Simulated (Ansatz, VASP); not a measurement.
One calculation of CdW2, two programs

```
CELL_PARAMETERS angstrom
4.70915 0.00000 0.00000
-2.35458 4.07825 0.00000
0.00000 0.00000 2.73910
ATOMIC_POSITIONS crystal
Cd 0.00000 0.00000 0.00000
W 0.33333 0.66667 0.50000
W 0.66667 0.33333 0.50000
```

Alike in both runs: functional PBE; k mesh 6 × 6 × 6; occupations gaussian, width 0.1 eV; no spin polarisation.

Ansatz relaxed the structure, and its values are those at the end. VASP's run is a single point on that final structure, the one shown.

```csv
,VASP,Ansatz
version,VASP 6.6.1,Ansatz 0.2.0
potentials or method,"VASP PAW PBE potentials, release 64 (Cd, W_sv), cutoff 520 eV","scalar-relativistic, plane waves, PAW"
valence electrons in the cell,40,48
```

VASP gave:

| Quantity | Value |
| --- | --- |
| gap on the k mesh at the Fermi level (eV) | none |
| pressure (GPa) | 0.5 |

**Question.** What did Ansatz give for the same quantities?

**Answer.** gap on the k mesh at the Fermi level (eV): none; pressure (GPa): -0.2.

A gap of «none» marks a metal or a gap that the smearing closes. The functional is the same, so the differences come from potentials, cutoffs and numerics. VASP's potentials hold 40 valence electrons a cell and Ansatz's 48, so a difference there can come from the potentials and not from the codes.

The k mesh is coarse, so the values compare programs but aren't converged. Neither program's run includes spin-orbit coupling.
